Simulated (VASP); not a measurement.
# LiH (I4/mmm) in VASP: notebook

Aim: see how the results for LiH move with the level of theory and the settings. Levels: PBE, r2SCAN, HSE06. Tasks: single point.

All numbers are computed with VASP 6.6.1; they aren't measurements. Logs are shortened: lines on timing, memory, paths and dates and some standing lists are left out, and cuts for length are marked.

### Step 1. The cell of the first run

Symmetry: I4/mmm, No. 139, tetragonal system. The conventional cell has a = 2.826 Å, b = 2.826 Å, c = 4.215 Å, α = 90.00°, β = 90.00°, γ = 90.00°. Li (site symmetry 4/mmm) has 6 H at 2.00 to 2.11 Å within 2.6 Å. Within 2.6 Å of H (site symmetry 4/mmm) lie 6 Li at 2.00 to 2.11 Å.

### Step 2. Single point, PBE (uniaxial x strain +5.5%)

INCAR

```
SYSTEM = LiH
PREC = Accurate
ENCUT = 520
EDIFF = 1E-6
ISMEAR = -1
SIGMA = 0.02
LREAL = .False.
LASPH = .True.
NELM = 80
ALGO = Normal
ISIF = 2
LWAVE = .False.
LCHARG = .False.
GGA = PE
NBANDS = 9
```

KPOINTS

```
regular mesh
0
Gamma
  10 10 10
  0 0 0
```

POSCAR

```
LiH
1.0
    0.0000000000      1.9984726927      1.9984726927
    2.1073894544      0.0000000000      1.9984726927
    2.1073894544      1.9984726927      0.0000000000
Li H
1 1
Direct
    0.0000000000      0.0000000000      0.0000000000
    0.5000000000      0.5000000000      0.5000000000
```

Potentials or basis: VASP PAW PBE potentials, release 64 (Li_sv, H).

The run is started by

```
cat potpaw_PBE.64/Li_sv/POTCAR potpaw_PBE.64/H/POTCAR > POTCAR
mpirun -np 1 vasp_std > vasp.out
```

OUTCAR:

```text
SYSTEM = LiH
   PREC = Accurate
   ENCUT = 520
   EDIFF = 1E-6
   ISMEAR = -1
   LREAL = .False.
   LASPH = .True.
   NELM = 80
   ISIF = 2
   GGA = PE

 ion  position               nearest neighbor table
   1  0.000  0.000  0.000-
   2  0.500  0.500  0.500-

  LATTYP: Found a body centered tetragonal cell.
 ALAT       =     2.8262671860
 C/A-ratio  =     1.4912882015

  Lattice vectors:

 A1 = (   2.1073894544,   0.0000000000,   1.9984726927)
 A2 = (   2.1073894544,   0.0000000000,  -1.9984726927)
 A3 = (  -2.1073894544,   1.9984726927,   0.0000000000)

Analysis of symmetry for initial positions (statically):
=====================================================================
 Subroutine PRICEL returns:
 Original cell was already a primitive cell.

 Routine SETGRP: Setting up the symmetry group for a
 body centered tetragonal supercell.

 Subroutine GETGRP returns: Found 16 space group operations
 (whereof 16 operations were pure point group operations)
 out of a pool of 16 trial point group operations.

The static configuration has the point symmetry D_4h.

Analysis of symmetry for dynamics (positions and initial velocities):
=====================================================================
 Subroutine PRICEL returns:
 Original cell was already a primitive cell.

 Routine SETGRP: Setting up the symmetry group for a
 body centered tetragonal supercell.

 Subroutine GETGRP returns: Found 16 space group operations
 (whereof 16 operations were pure point group operations)
 out of a pool of 16 trial point group operations.

The dynamic configuration has the point symmetry D_4h.

 Subroutine INISYM returns: Found 16 space group operations
 (whereof 16 operations are pure point group operations),
 and found     1 'primitive' translations

----------------------------------------------------------------------------------------

                                     Primitive cell

  volume of cell :      16.8334

  direct lattice vectors                    reciprocal lattice vectors
     0.000000000  1.998472693  1.998472693    -0.237260369  0.250191059  0.250191059
     2.107389454  0.000000000  1.998472693     0.237260369 -0.250191059  0.250191059
     2.107389454  1.998472693  0.000000000     0.237260369  0.250191059 -0.250191059

  length of vectors
     2.826267186  2.904304291  2.904304291     0.426008938  0.426008938  0.426008938

  position of ions in fractional coordinates (direct lattice)
     0.000000000  0.000000000  0.000000000
     0.500000000  0.500000000  0.500000000

  ion indices of the primitive-cell ions
   primitive index   ion index
                 1           1
                 2           2

----------------------------------------------------------------------------------------

 KPOINTS: regular mesh

Automatic generation of k-mesh.
 Grid dimensions read from file:
 generate k-points for:   10   10   10

 Generating k-lattice:

  Cartesian coordinates                     Fractional coordinates (reciprocal lattice)
    -0.023726037  0.025019106  0.025019106     0.100000000  0.000000000  0.000000000
     0.023726037 -0.025019106  0.025019106     0.000000000  0.100000000  0.000000000
     0.023726037  0.025019106 -0.025019106     0.000000000  0.000000000  0.100000000

  Length of vectors
     0.042600894  0.042600894  0.042600894

  Shift w.r.t. Gamma in fractional coordinates (k-lattice)
     0.000000000  0.000000000  0.000000000

 Subroutine IBZKPT returns following result:
 ===========================================

 Found    102 irreducible k-points:

 Following reciprocal coordinates:
            Coordinates               Weight
  0.000000  0.000000  0.000000      1.000000
  0.100000  0.000000  0.000000      8.000000
  0.200000  0.000000  0.000000      8.000000
  0.300000  0.000000  0.000000      8.000000
  0.400000  0.000000  0.000000      8.000000
  0.500000 -0.000000 -0.000000      4.000000
[... 16 lines left out ...]
  0.300000  0.300000  0.000000      4.000000
  0.400000  0.300000 -0.000000     16.000000
 [... further k-points ...]
   k-points           NKPTS =    102   k-points in BZ     NKDIM =    102   number of bands    NBANDS=      9
   number of dos      NEDOS =    301   number of ions     NIONS =      2
   total plane-waves  NPLWV =  13824
   dimension x,y,z NGX =    24 NGY =   24 NGZ =   24
   dimension x,y,z NGXF=    48 NGYF=   48 NGZF=   48
   ions per type =               1   1
   NGX,Y,Z   is equivalent  to a cutoff of  14.12, 13.74, 13.74 a.u.
   NGXF,Y,Z  is equivalent  to a cutoff of  28.23, 27.48, 27.48 a.u.
 SYSTEM =  LiH
   PREC   = accura    normal or accurate (medium, high low for compatibility)
   ISTART =      0    job   : 0-new  1-cont  2-samecut
   ICHARG =      2    charge: 1-file 2-atom 10-const
   ISPIN  =      1    spin polarized calculation?
   LNONCOLLINEAR =      F non collinear calculations
   LSORBIT =      F    spin-orbit coupling
   LASPH  =      T    aspherical Exc in radial PAW
   ENCUT  =  520.0 eV  38.22 Ry    6.18 a.u.   5.25  5.40  5.40*2*pi/ulx,y,z
   NELM   =     80;   NELMIN=  2; NELMDL= -5     # of ELM steps
   EDIFF  = 0.1E-05   stopping-criterion for ELM
   LREAL  =      F    real-space projection
   EDIFFG = 0.1E-04   stopping-criterion for IOM
   NSW    =      0    number of steps for IOM
   IBRION =     -1    ionic relax: 0-MD 1-quasi-New 2-CG
   NFREE  =      0    steps in history (QN), initial steepest desc. (CG)
   ISIF   =      2    stress and relaxation
   ISYM   =      2    0-nonsym 1-usesym 2-fastsym
   POTIM  = 0.5000    time-step for ionic-motion
   TEBEG  =    0.0;   TEEND  =   0.0 temperature during run
   PSTRESS=    0.0 pullay stress
   NELECT =       4.0000    total number of electrons
   NUPDOWN=      -1.0000    fix difference up-down
   EMIN   =  10.00;   EMAX   =-10.00  energy-range for DOS
   EFERMI =   0.00;   METHOD = LEGACY
   ISMEAR =    -1;   SIGMA  =   0.02  broadening in eV -4-tet -1-fermi 0-gaus
   EFERMI_NEDOS =   21; number of points for ismear=-14 and -15
   IALGO  =     38    algorithm
   IMIX   =      4    mixing-type and parameters
     AMIX     =   0.40;   BMIX     =  1.00
     AMIX_MAG =   1.60;   BMIX_MAG =  1.00
  volume/ion in A,a.u.               =       8.42        56.80
  Fermi-wavevector in a.u.,A,eV,Ry     =   1.014000  1.916181 13.989443  1.028195
  Thomas-Fermi vector in A             =   2.147201
   LORBIT       =      0    0 simple, 1 ext, 2 COOP (PROOUT), +10 PAW based schemes
   GGA     = PE    functional components
[... 5 lines left out ...]
 non-spin polarized calculation
  energy-cutoff  :      520.00
  volume of cell :       16.83
 maximum number of plane-waves:       472
 NGX is ok and might be reduce to    24
   NGX = 11   NGY = 11   NGZ = 11

 number of electron       4.0000001 magnetization

 Free energy of the ion-electron system (eV)
  ---------------------------------------------------
  ext. energy  EPLUGINS =         0.00000000
  ---------------------------------------------------
  free energy    TOTEN  =        -6.11773132 eV

  energy without entropy =       -6.11773132  energy(sigma->0) =       -6.11773132

 E-fermi :   0.5375     XC(G=0):  -8.3663

 val. band max:        0.0225040087   @ k =   0.5000   0.5000   0.0000
 cond. band min:       2.4612892650   @ k =   0.0000   0.5000   0.5000
 fundamental gap:      2.4387852563
 Fermi energy:         0.5375056023

 k-point     1 :       0.0000    0.0000    0.0000
  band No.  band energies     occupation
      1     -44.4445      2.00000
      2      -5.3741      2.00000
      3      15.3473      0.00000
      4      17.2115      0.00000
      5      17.2115      0.00000
      6      17.6283      0.00000
      7      21.8010      0.00000
      8      22.1045      0.00000
      9      22.1045      0.00000

 k-point     2 :       0.1000    0.0000    0.0000
  band No.  band energies     occupation
      1     -44.4408      2.00000
      2      -5.2002      2.00000
      3      14.0145      0.00000
      4      16.2939      0.00000
      5      16.9375      0.00000
      6      17.0357      0.00000
      7      21.4067      0.00000
      8      22.7256      0.00000
      9      22.8531      0.00000

 k-point     3 :       0.2000    0.0000    0.0000
  band No.  band energies     occupation
      1     -44.4309      2.00000
      2      -4.6920      2.00000
      3      10.9514      0.00000
      4      14.9530      0.00000
      5      16.3186      0.00000
      6      16.4979      0.00000
      7      21.4823      0.00000
      8      22.5174      0.00000
      9      23.3809      0.00000

 k-point     4 :       0.3000    0.0000    0.0000
  band No.  band energies     occupation
      1     -44.4187      2.00000
      2      -3.9089      2.00000
      3       7.9196      0.00000
      4      13.8994      0.00000
      5      15.8522      0.00000
      6      16.2866      0.00000
      7      19.7864      0.00000
      8      21.3445      0.00000
      9      23.7873      0.00000
[... 205 lines left out ...]
 k-point    22 :      -0.2000    0.2000   -0.0000
  band No.  band energies     occupation
      1     -44.4149      2.00000
      2      -3.5918      2.00000
      3       9.3337      0.00000
      4       9.3684      0.00000
      5      15.0245      0.00000
      6      16.6052      0.00000
      7      21.1047      0.00000
      8      22.9135      0.00000
      9      25.0551      0.00000

 k-point    23 :       0.3000    0.3000    0.0000
  band No.  band energies     occupation
      1     -44.4089      2.00000
      2      -3.1438      2.00000
      3       8.5708      0.00000
      4      11.4531      0.00000
      5      11.9026      0.00000
      6      14.8640      0.00000
      7      16.7500      0.00000
      8      27.5954      0.00000
      9      28.1341      0.00000

 k-point    24 :       0.4000    0.3000   -0.0000
  band No.  band energies     occupation
      1     -44.4010      2.00000
      2      -2.2591      2.00000
      3       6.7072      0.00000
      4      10.0170      0.00000
      5      11.2251      0.00000
      6      15.5616      0.00000
      7      16.7560      0.00000
      8      27.6738      0.00000
      9      29.5698      0.00000

 [... further k-points ...]
[... 5 lines left out ...]
  --------------------------------------------------------------------------------------
  -------------------------------------------------------------------------------------
  Total       -0.3761234     -0.0633295     -0.0633295     -0.0000000      0.0000000     -0.0000000
  in kB      -35.7989037     -6.0276101     -6.0276101     -0.0000000      0.0000000     -0.0000000
  external PRESSURE =     -15.9513746 kB  Pullay stress =       0.0000000 kB

 VOLUME and BASIS-vectors are now :
 -----------------------------------------------------------------------------
  energy-cutoff  :      520.00
  volume of cell :       16.83
      direct lattice vectors                 reciprocal lattice vectors
     0.000000000  1.998472693  1.998472693    -0.237260369  0.250191059  0.250191059
     2.107389454  0.000000000  1.998472693     0.237260369 -0.250191059  0.250191059
     2.107389454  1.998472693  0.000000000     0.237260369  0.250191059 -0.250191059

 POSITION                                       TOTAL-FORCE (eV/Angst)
 -----------------------------------------------------------------------------------
      0.00000      0.00000      0.00000         0.000000      0.000000     -0.000000
      2.10739      1.99847      1.99847         0.000000     -0.000000      0.000000
 -----------------------------------------------------------------------------------
    total drift:                                0.000000     -0.000000     -0.000000

  FREE ENERGIE OF THE ION-ELECTRON SYSTEM (eV)
  ---------------------------------------------------
  free  energy   TOTEN  =        -6.1177313205 eV

  energy  without entropy=       -6.1177313205  energy(sigma->0) =       -6.11773132
```

Run time: 28 s. Hardware: 1 thread of AMD EPYC 7R13, shared host; peak memory 0.11 GiB.

Results:

* Free energy: -6.1177 eV
* Band gap on the k mesh: 2.44 eV, indirect (least direct gap 2.85 eV)

Levels at points of the mesh, in eV from the valence-band top:
```csv
k point,band 1,band 2,band 3,band 4,band 5,band 6
"(0.00, 0.00, 0.00)",-44.47,-5.40,15.32,17.19,17.19,17.61
"(0.50, 0.00, 0.00)",-44.43,-2.64,4.69,12.97,15.71,16.48
"(0.50, 0.50, 0.00)",-44.41,0.00,3.11,9.99,10.44,13.34
"(0.00, 0.50, 0.50)",-44.42,-0.41,2.44,11.03,11.03,14.12
```

Caveat: the cell differs from its parent crystal (uniaxial x strain +5.5%); the cutoff is under 1.25 times the usual one of these potentials, so pressure, stress and relaxed cells hold a basis-set (Pulay) error.

### Step 3. Single point, r2SCAN (uniaxial x strain +5.5%)

POSCAR is that of step 2.

INCAR.step1

```
SYSTEM = LiH
PREC     = Accurate       ! precision mode
ENCUT    = 520            ! plane-wave cutoff, eV
ISMEAR   = 0              ! smearing method
SIGMA    = 0.01           ! smearing width, eV
LREAL    = .False.        ! projectors in reciprocal space
LASPH    = .True.         ! aspherical terms in the spheres
NELM     = 80             ! most SCF steps
NBANDS   = 9              ! bands
GGA      = PE             ! functional
ALGO     = Normal         ! electronic algorithm
EDIFF    = 1E-4           ! SCF threshold, eV
LWAVE    = .True.         ! write WAVECAR
LCHARG   = .False.        ! write CHGCAR
```

INCAR.step2

```
SYSTEM = LiH
PREC     = Accurate       ! precision mode
ENCUT    = 520            ! plane-wave cutoff, eV
EDIFF    = 1E-7           ! SCF threshold, eV
ISMEAR   = 0              ! smearing method
SIGMA    = 0.01           ! smearing width, eV
LREAL    = .False.        ! projectors in reciprocal space
LASPH    = .True.         ! aspherical terms in the spheres
NELM     = 80             ! most SCF steps
ALGO     = Normal         ! electronic algorithm
ISIF     = 2              ! what is computed and relaxed
LWAVE    = .False.        ! write WAVECAR
LCHARG   = .False.        ! write CHGCAR
METAGGA  = R2SCAN         ! meta-GGA
LMIXTAU  = .True.       
NBANDS   = 9              ! bands
ISTART   = 1
```

KPOINTS

```
Automatic mesh
0
Gamma
  10 10 10
  0 0 0
```

Potentials or basis: VASP PAW PBE potentials, release 64 (Li_sv, H).

The run is started by

```
cat potpaw_PBE.64/Li_sv/POTCAR potpaw_PBE.64/H/POTCAR > POTCAR
cp INCAR.step1 INCAR
mpirun -np 1 vasp_std > vasp.out
cp INCAR.step2 INCAR
mpirun -np 1 vasp_std > vasp.out
```

Wall time 3.4 min (1 thread of AMD EPYC 7R13, shared host); peak memory 0.11 GiB.

It converged, with:

```
Free energy            : -6.8076 eV
Band gap on the k mesh : 3.02 eV, indirect (least direct gap 3.42 eV)
```

Levels at points of the mesh, in eV from the valence-band top:
```csv
k point,band 1,band 2,band 3,band 4,band 5,band 6
"(0.00, 0.00, 0.00)",-45.90,-5.41,16.82,18.64,18.64,19.13
"(0.50, 0.00, 0.00)",-45.86,-2.65,5.43,14.23,17.28,18.15
"(0.50, 0.50, 0.00)",-45.85,0.00,3.72,10.88,11.34,14.39
"(0.00, 0.50, 0.50)",-45.86,-0.40,3.02,11.97,11.97,15.19
```

Caveat: the cell differs from its parent crystal (uniaxial x strain +5.5%); the cutoff is under 1.25 times the usual one of these potentials, so pressure, stress and relaxed cells hold a basis-set (Pulay) error; the PAW data sets were made with another functional, which shifts forces and pressure a little.

### Step 4. Single point, HSE06 (uniaxial x strain +5.5%)

POSCAR is that of step 3.

INCAR.step1

```
SYSTEM = LiH
ALGO     = Normal         ! electronic algorithm
EDIFF    = 1E-5           ! SCF threshold, eV
ENCUT    = 520            ! plane-wave cutoff, eV
GGA      = PE             ! functional
ISIF     = 2              ! what is computed and relaxed
ISMEAR   = 0              ! smearing method
LASPH    = .True.         ! aspherical terms in the spheres
LREAL    = .False.        ! projectors in reciprocal space
LWAVE    = .True.         ! write WAVECAR
NBANDS   = 9              ! bands
NELM     = 100            ! most SCF steps
PREC     = Accurate       ! precision mode
SIGMA    = 0.01           ! smearing width, eV
```

INCAR.step2

```
SYSTEM = LiH
ALGO     = Normal         ! electronic algorithm
EDIFF    = 1E-6           ! SCF threshold, eV
ENCUT    = 520            ! plane-wave cutoff, eV
GGA      = PE             ! functional
HFSCREEN = 0.2079         ! screening, 1/A
ISIF     = 2              ! what is computed and relaxed
ISMEAR   = 0              ! smearing method
ISTART   = 1            
LASPH    = .True.         ! aspherical terms in the spheres
LCHARG   = .True.         ! write CHGCAR
LELF     = .True.         ! ELF
LHFCALC  = .True.         ! exact exchange
LREAL    = .False.        ! projectors in reciprocal space
LVHAR    = .True.       
LWAVE    = .False.        ! write WAVECAR
NBANDS   = 9              ! bands
NELM     = 100            ! most SCF steps
PREC     = Accurate       ! precision mode
PRECFOCK = Normal       
SIGMA    = 0.01           ! smearing width, eV
```

KPOINTS

```
k-points
0
Gamma
  8 8 8
  0 0 0
```

The run is started by

```
cat potpaw_PBE.64/Li_sv/POTCAR potpaw_PBE.64/H/POTCAR > POTCAR
cp INCAR.step1 INCAR
mpirun -np 1 vasp_std > vasp.out
cp INCAR.step2 INCAR
mpirun -np 1 vasp_std > vasp.out
```

It took 16 min on 1 thread of AMD EPYC 7R13, shared host; peak memory 0.22 GiB.

The run converged. Its results:

```
Free energy            : -6.7749 eV
Band gap on the k mesh : 3.39 eV, indirect (least direct gap 3.84 eV)
```

Levels at points of the mesh, in eV from the valence-band top:
```tsv
k point	band 1	band 2	band 3	band 4	band 5
(0.00, 0.00, 0.00)	-47.48	-6.03	17.12	18.74	18.74
(0.50, 0.00, 0.00)	-47.43	-2.88	5.71	14.51	17.21
(0.50, 0.50, 0.00)	-47.42	0.00	4.09	11.31	11.76
(0.00, 0.50, 0.50)	-47.43	-0.45	3.39	12.37	12.37
```

Caveat: the cell differs from its parent crystal (uniaxial x strain +5.5%); the cutoff is under 1.25 times the usual one of these potentials, so pressure, stress and relaxed cells hold a basis-set (Pulay) error; the PAW data sets were made with another functional, which shifts forces and pressure a little. A k mesh can miss the band edges.

### Step 5. The runs side by side

```tsv
level	k mesh	smearing	grid for exact exchange (PRECFOCK)	screening parameter	gap on the mesh (eV)
PBE	10 × 10 × 10	fermi-dirac 0.02 eV	-	-	2.44
r2SCAN	10 × 10 × 10	gaussian 0.01 eV	-	-	3.02
HSE06	8 × 8 × 8	gaussian 0.01 eV	Normal	0.2079 1/Å	3.39
```

Alike in all rows: task single point; potentials or basis VASP PAW PBE potentials, release 64 (Li_sv, H); no spin polarisation; cell as given; cutoff (eV) 520.

Caveats: the cutoff is under 1.25 times the usual one of these potentials, so pressure, stress and relaxed cells hold a basis-set (Pulay) error; the PAW data sets were made with another functional, which shifts forces and pressure a little (some runs).

Total energies depend on the potentials used, so only differences within one code and one set of settings carry meaning.
